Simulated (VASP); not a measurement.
# WC (Amm2) in VASP: single point with PBEsol

Aim: the single point of WC with PBEsol.

All numbers are computed with VASP 6.6.1; they aren't measurements. Logs are shortened: lines on timing, memory, paths and dates and some standing lists are left out, and cuts for length are marked.

## Step 1: The cell of the first run

It takes space group Amm2 (No. 38, orthorhombic). Conventional cell: a = 2.828 Å, b = 2.898 Å, c = 5.020 Å, α = 90.00°, β = 90.00°, γ = 90.00°. W (site symmetry mm2) has 6 C at 2.03 to 2.28 Å within 2.7 Å. C (site symmetry mm2) has 6 W at 2.03 to 2.28 Å within 2.7 Å.

## Step 2: Single point, PBEsol (atoms displaced along a vibrational mode)

File INCAR:

```
  PREC = Accurate
  ENCUT = 520
  EDIFF = 1E-6
  ISMEAR = 0
  SIGMA = 0.15
  LREAL = False
  LASPH = True
  NELM = 100
  ALGO = Fast
  ISIF = 2
  LWAVE = False
  LCHARG = False
  GGA = PS
  NBANDS = 16
```

File KPOINTS:

```
Automatic mesh
0
Gamma
  24 24 22
```

File POSCAR:

```
WC
1.0
    2.8984136670      0.0000000000      0.0000000000
   -1.4492068335      2.5100998663      0.0000000000
    0.0000000000      0.0000000000      2.8276119036
W C
1 1
Direct
   -0.0026028441     -0.0052056882      0.0000000000
    0.7065057190      0.4130114381      0.5000000000
```

Potentials or basis: VASP PAW PBE potentials, release 64 (W_sv, C).

On the command line:

```
> cat potpaw_PBE.64/W_sv/POTCAR potpaw_PBE.64/C/POTCAR > POTCAR
> mpirun -np 1 vasp_std > vasp.out
```

OUTCAR:

```text
PREC = Accurate
   ENCUT = 520
   EDIFF = 1E-6
   ISMEAR = 0
   LREAL = False
   LASPH = True
   NELM = 100
   ISIF = 2
   GGA = PS

 ion  position               nearest neighbor table
   1  0.997  0.995  0.000-   2 2.03   2 2.03   2 2.28   2 2.28   2 2.28   2 2.28
   2  0.707  0.413  0.500-   1 2.03   1 2.03   1 2.28   1 2.28   1 2.28   1 2.28

  LATTYP: Found a hexagonal cell.
 ALAT       =     2.8984136670
 C/A-ratio  =     0.9755722366

  Lattice vectors:

 A1 = (   2.8984136670,   0.0000000000,   0.0000000000)
 A2 = (  -1.4492068335,   2.5100998663,   0.0000000000)
 A3 = (   0.0000000000,   0.0000000000,   2.8276119036)

Analysis of symmetry for initial positions (statically):
=====================================================================
 Subroutine PRICEL returns:
 Original cell was already a primitive cell.

 Routine SETGRP: Setting up the symmetry group for a
 hexagonal supercell.

 Subroutine GETGRP returns: Found  4 space group operations
 (whereof  4 operations were pure point group operations)
 out of a pool of 24 trial point group operations.

The static configuration has the point symmetry C_2v.

Analysis of symmetry for dynamics (positions and initial velocities):
=====================================================================
 Subroutine PRICEL returns:
 Original cell was already a primitive cell.

 Routine SETGRP: Setting up the symmetry group for a
 hexagonal supercell.

 Subroutine GETGRP returns: Found  4 space group operations
 (whereof  4 operations were pure point group operations)
 out of a pool of 24 trial point group operations.

The dynamic configuration has the point symmetry C_2v.

 Subroutine INISYM returns: Found  4 space group operations
 (whereof  4 operations are pure point group operations),
 and found     1 'primitive' translations

----------------------------------------------------------------------------------------

                                     Primitive cell

  volume of cell :      20.5717

  direct lattice vectors                    reciprocal lattice vectors
     2.898413667  0.000000000  0.000000000     0.345016314  0.199195262  0.000000000
    -1.449206833  2.510099866  0.000000000     0.000000000  0.398390524  0.000000000
     0.000000000  0.000000000  2.827611904     0.000000000  0.000000000  0.353655323

  length of vectors
     2.898413667  2.898413667  2.827611904     0.398390524  0.398390524  0.353655323

  position of ions in fractional coordinates (direct lattice)
     0.997397156  0.994794312  0.000000000
     0.706505719  0.413011438  0.500000000

  ion indices of the primitive-cell ions
   primitive index   ion index
                 1           1
                 2           2

----------------------------------------------------------------------------------------

 KPOINTS: Automatic mesh

Automatic generation of k-mesh.
 Grid dimensions read from file:
 generate k-points for:   24   24   22

 Generating k-lattice:

  Cartesian coordinates                     Fractional coordinates (reciprocal lattice)
     0.014375680  0.008299803  0.000000000     0.041666667  0.000000000  0.000000000
     0.000000000  0.016599605  0.000000000     0.000000000  0.041666667  0.000000000
     0.000000000  0.000000000  0.016075242     0.000000000  0.000000000  0.045454545

  Length of vectors
     0.016599605  0.016599605  0.016075242

  Shift w.r.t. Gamma in fractional coordinates (k-lattice)
     0.000000000  0.000000000  0.000000000

 Subroutine IBZKPT returns following result:
 ===========================================

 Found   1884 irreducible k-points:

 Following reciprocal coordinates:
            Coordinates               Weight
  0.000000  0.000000  0.000000      1.000000
  0.041667 -0.000000  0.000000      4.000000
  0.000000  0.041667  0.000000      2.000000
  0.083333  0.000000  0.000000      4.000000
  0.000000  0.083333  0.000000      2.000000
  0.125000  0.000000  0.000000      4.000000
[... 16 lines left out ...]
  0.000000  0.458333  0.000000      2.000000
  0.500000  0.000000  0.000000      2.000000
 [... further k-points ...]
   k-points           NKPTS =   1884   k-points in BZ     NKDIM =   1884   number of bands    NBANDS=     16
   number of dos      NEDOS =    301   number of ions     NIONS =      2
   total plane-waves  NPLWV =  13824
   dimension x,y,z NGX =    24 NGY =   24 NGZ =   24
   dimension x,y,z NGXF=    48 NGYF=   48 NGZF=   48
   ions per type =               1   1
   NGX,Y,Z   is equivalent  to a cutoff of  13.77, 13.77, 14.11 a.u.
   NGXF,Y,Z  is equivalent  to a cutoff of  27.53, 27.53, 28.22 a.u.
 SYSTEM =  unknown system
   PREC   = accura    normal or accurate (medium, high low for compatibility)
   ISTART =      0    job   : 0-new  1-cont  2-samecut
   ICHARG =      2    charge: 1-file 2-atom 10-const
   ISPIN  =      1    spin polarized calculation?
   LNONCOLLINEAR =      F non collinear calculations
   LSORBIT =      F    spin-orbit coupling
   LASPH  =      T    aspherical Exc in radial PAW
   ENCUT  =  520.0 eV  38.22 Ry    6.18 a.u.   5.39  5.39  5.26*2*pi/ulx,y,z
   NELM   =    100;   NELMIN=  2; NELMDL= -5     # of ELM steps
   EDIFF  = 0.1E-05   stopping-criterion for ELM
   LREAL  =      F    real-space projection
   EDIFFG = 0.1E-04   stopping-criterion for IOM
   NSW    =      0    number of steps for IOM
   IBRION =     -1    ionic relax: 0-MD 1-quasi-New 2-CG
   NFREE  =      0    steps in history (QN), initial steepest desc. (CG)
   ISIF   =      2    stress and relaxation
   ISYM   =      2    0-nonsym 1-usesym 2-fastsym
   POTIM  = 0.5000    time-step for ionic-motion
   TEBEG  =    0.0;   TEEND  =   0.0 temperature during run
   PSTRESS=    0.0 pullay stress
   NELECT =      18.0000    total number of electrons
   NUPDOWN=      -1.0000    fix difference up-down
   EMIN   =  10.00;   EMAX   =-10.00  energy-range for DOS
   EFERMI =   0.00;   METHOD = LEGACY
   ISMEAR =     0;   SIGMA  =   0.15  broadening in eV -4-tet -1-fermi 0-gaus
   EFERMI_NEDOS =   21; number of points for ismear=-14 and -15
   IALGO  =     68    algorithm
   IMIX   =      4    mixing-type and parameters
     AMIX     =   0.40;   BMIX     =  1.00
     AMIX_MAG =   1.60;   BMIX_MAG =  1.00
  volume/ion in A,a.u.               =      10.29        69.41
  Fermi-wavevector in a.u.,A,eV,Ry     =   1.565820  2.958971 33.358675  2.451793
  Thomas-Fermi vector in A             =   2.668240
   LORBIT       =      0    0 simple, 1 ext, 2 COOP (PROOUT), +10 PAW based schemes
   GGA     = PS    functional components
   LHFCALC =     F    Hartree Fock is set to
   AEXX    =    0.0000 exact exchange contribution
   IVDW    =     0    specifies the selected vdW correction
   LEPSILON=     F    determine dielectric tensor
   LRPA    =     F    only Hartree local field effects (RPA)
 non-spin polarized calculation
 RMM-DIIS sequential band-by-band and
 Gauss-broadening in eV      SIGMA  =   0.15
  energy-cutoff  :      520.00
  volume of cell :       20.57
 maximum number of plane-waves:       580
 NGX is ok and might be reduce to    24
   NGX = 11   NGY = 11   NGZ = 11

 number of electron      18.0000000 magnetization

 Free energy of the ion-electron system (eV)
  ---------------------------------------------------
  ext. energy  EPLUGINS =         0.00000000
  ---------------------------------------------------
  free energy    TOTEN  =       -23.50505563 eV

  energy without entropy =      -23.50168708  energy(sigma->0) =      -23.50337136

 E-fermi :  11.1961     XC(G=0): -13.9620

 val. band max:       11.1952280860   @ k =   0.5000   0.3750   0.0000
 cond. band min:      11.2013551992   @ k =   0.5000   0.3333   0.0000
 fundamental gap:      0.0061271133
 Fermi energy:        11.1961406708

 k-point     1 :       0.0000    0.0000    0.0000
  band No.  band energies     occupation
      1     -62.8160      2.00000
      2     -26.8470      2.00000
      3     -26.7138      2.00000
      4     -26.7005      2.00000
      5      -3.4471      2.00000
      6       6.3582      2.00000
[... 8 lines left out ...]
     15      25.3203      0.00000
     16      26.5775      0.00000

 k-point     2 :       0.0417   -0.0000    0.0000
  band No.  band energies     occupation
      1     -62.8150      2.00000
      2     -26.8450      2.00000
      3     -26.7271      2.00000
      4     -26.7058      2.00000
      5      -3.4020      2.00000
      6       6.3825      2.00000
[... 8 lines left out ...]
     15      25.0923      0.00000
     16      26.8286      0.00000

 k-point     3 :       0.0000    0.0417    0.0000
  band No.  band energies     occupation
      1     -62.8150      2.00000
      2     -26.8449      2.00000
      3     -26.7173      2.00000
      4     -26.7162      2.00000
      5      -3.3974      2.00000
      6       6.3640      2.00000
[... 8 lines left out ...]
     15      25.3517      0.00000
     16      26.6999      0.00000

 k-point     4 :       0.0833    0.0000    0.0000
  band No.  band energies     occupation
      1     -62.8120      2.00000
      2     -26.8394      2.00000
      3     -26.7702      2.00000
      4     -26.7169      2.00000
      5      -3.2688      2.00000
      6       6.4404      2.00000
[... 8 lines left out ...]
     15      24.6878      0.00000
     16      27.3139      0.00000

 k-point     5 :       0.0000    0.0833    0.0000
  band No.  band energies     occupation
      1     -62.8119      2.00000
      2     -26.8388      2.00000
      3     -26.7618      2.00000
      4     -26.7275      2.00000
      5      -3.2501      2.00000
      6       6.3623      2.00000
[... 8 lines left out ...]
     15      25.4381      0.00000
     16      27.0555      0.00000

 k-point     6 :       0.1250    0.0000    0.0000
  band No.  band energies     occupation
      1     -62.8071      2.00000
      2     -26.8395      2.00000
      3     -26.8305      2.00000
      4     -26.7331      2.00000
      5      -3.0539      2.00000
      6       6.4559      2.00000
[... 8 lines left out ...]
     15      24.3368      0.00000
     16      27.8340      0.00000

 k-point     7 :       0.0000    0.1250    0.0000
  band No.  band energies     occupation
      1     -62.8070      2.00000
      2     -26.8337      2.00000
      3     -26.8291      2.00000
      4     -26.7437      2.00000
      5      -3.0110      2.00000
      6       6.2931      2.00000
[... 8 lines left out ...]
     15      25.5698      0.00000
     16      27.6146      0.00000

 k-point     8 :       0.1667    0.0000    0.0000
  band No.  band energies     occupation
      1     -62.8008      2.00000
      2     -26.9290      2.00000
      3     -26.8188      2.00000
      4     -26.7538      2.00000
      5      -2.7673      2.00000
      6       6.2651      2.00000
[... 8 lines left out ...]
     15      24.1274      0.00000
     16      28.3266      0.00000

 k-point     9 :       0.0000    0.1667    0.0000
  band No.  band energies     occupation
      1     -62.8007      2.00000
      2     -26.9263      2.00000
      3     -26.8164      2.00000
      4     -26.7648      2.00000
      5      -2.6892      2.00000
      6       6.0858      2.00000
[... 8 lines left out ...]
     15      25.7562      0.00000
     16      28.3399      0.00000
[... 172 lines left out ...]
 k-point    19 :       0.0000    0.3750    0.0000
  band No.  band energies     occupation
      1     -62.7634      2.00000
      2     -27.4426      2.00000
      3     -26.8857      2.00000
      4     -26.7420      2.00000
      5      -0.3466      2.00000
      6       3.9974      2.00000
[... 8 lines left out ...]
     15      25.7074      0.00000
     16      28.5609      0.00000

 k-point    20 :       0.4167    0.0000    0.0000
  band No.  band energies     occupation
      1     -62.7592      2.00000
      2     -27.4933      2.00000
      3     -26.8878      2.00000
      4     -26.7409      2.00000
      5      -0.5598      2.00000
      6       4.4104      2.00000
[... 8 lines left out ...]
     15      24.2433      0.00000
     16      27.7067      0.00000

 k-point    21 :       0.0000    0.4167    0.0000
  band No.  band energies     occupation
      1     -62.7585      2.00000
      2     -27.5079      2.00000
      3     -26.9014      2.00000
      4     -26.7321      2.00000
      5       0.1088      2.00000
      6       3.6175      2.00000
[... 8 lines left out ...]
     15      24.7143      0.00000
     16      29.2231      0.00000

 k-point    22 :       0.4583    0.0000    0.0000
  band No.  band energies     occupation
      1     -62.7561      2.00000
      2     -27.5329      2.00000
      3     -26.8975      2.00000
      4     -26.7352      2.00000
      5      -0.3598      2.00000
      6       4.2996      2.00000
[... 8 lines left out ...]
     15      23.6230      0.00000
     16      27.8063      0.00000

 k-point    23 :       0.0000    0.4583    0.0000
  band No.  band energies     occupation
      1     -62.7554      2.00000
      2     -27.5486      2.00000
      3     -26.9113      2.00000
      4     -26.7258      2.00000
      5       0.4509      2.00000
      6       3.3301      2.00000
[... 8 lines left out ...]
     15      24.0888      0.00000
     16      29.6991      0.00000

 k-point    24 :       0.5000    0.0000    0.0000
  band No.  band energies     occupation
      1     -62.7551      2.00000
      2     -27.5463      2.00000
      3     -26.9008      2.00000
      4     -26.7333      2.00000
      5      -0.2894      2.00000
      6       4.2628      2.00000
[... 8 lines left out ...]
     15      23.3842      0.00000
     16      27.8263      0.00000

 [... further k-points ...]

------------------------ aborting loop because EDIFF is reached ----------------------------------------

  FORCE on cell =-STRESS in cart. coord.  units (eV):
  Direction    XX          YY          ZZ          XY          YZ          ZX
  --------------------------------------------------------------------------------------
  -------------------------------------------------------------------------------------
  Total       -0.3492544      2.0971777      1.8857723      0.0000000      0.0000000      0.0000000
  in kB      -27.2007740    163.3332664    146.8685000      0.0000000      0.0000000      0.0000000
  external PRESSURE =      94.3336642 kB  Pullay stress =       0.0000000 kB

 VOLUME and BASIS-vectors are now :
 -----------------------------------------------------------------------------
  energy-cutoff  :      520.00
  volume of cell :       20.57
      direct lattice vectors                 reciprocal lattice vectors
     2.898413667  0.000000000  0.000000000     0.345016314  0.199195262  0.000000000
    -1.449206833  2.510099866  0.000000000     0.000000000  0.398390524  0.000000000
     0.000000000  0.000000000  2.827611904     0.000000000  0.000000000  0.353655323

 POSITION                                       TOTAL-FORCE (eV/Angst)
 -----------------------------------------------------------------------------------
      1.44921      2.49703      0.00000         0.000000      3.825635      0.000000
      1.44921      1.03670      1.41381         0.000000     -3.825635      0.000000
 -----------------------------------------------------------------------------------
    total drift:                                0.000000     -0.000172      0.000000

  FREE ENERGIE OF THE ION-ELECTRON SYSTEM (eV)
  ---------------------------------------------------
  free  energy   TOTEN  =       -23.5050556331 eV

  energy  without entropy=      -23.5016870811  energy(sigma->0) =      -23.50337136
```

Wall time 18 min (1 thread of Oxide Virtual Turin-like, shared host); peak memory 0.64 GiB.

Results:

```yaml
Free_energy: -23.5051 eV
Pressure: 9.4 GPa
Largest_force: 3.826 eV/Å
Band_gap_on_the_k_mesh: zero (bands 9 and 10 overlap by 1.42 eV)
```

Forces in eV/Å, atoms in the order of the input:
```
W    0.000  3.826  0.000
C    0.000 -3.826  0.000
```

Levels at points of the mesh, in eV from the Fermi level:
```csv
k point,band 7,band 8,band 9,band 10,band 11,band 12
"(0.00, 0.00, 0.00)",-3.72,-2.86,-0.42,3.30,3.32,3.73
"(0.50, 0.00, 0.00)",-4.38,-3.64,0.05,1.97,4.55,5.15
"(0.00, 0.50, 0.00)",-4.53,-3.81,-0.36,2.36,4.16,4.75
"(0.00, 0.00, 0.50)",-3.30,-0.83,-0.79,-0.73,2.40,3.67
"(0.50, 0.00, 0.50)",-5.02,-4.23,0.46,4.34,5.20,5.63
"(0.00, 0.50, 0.50)",-4.12,-3.78,-0.47,4.42,5.27,6.85
```

Caveat: the cell differs from its parent crystal (atoms displaced along a vibrational mode); the stress differs along the axes, from -3 to 16 GPa; the PAW data sets were made with another functional, which shifts forces and pressure a little; spin-orbit coupling is left out, which moves the levels of the heavy elements.
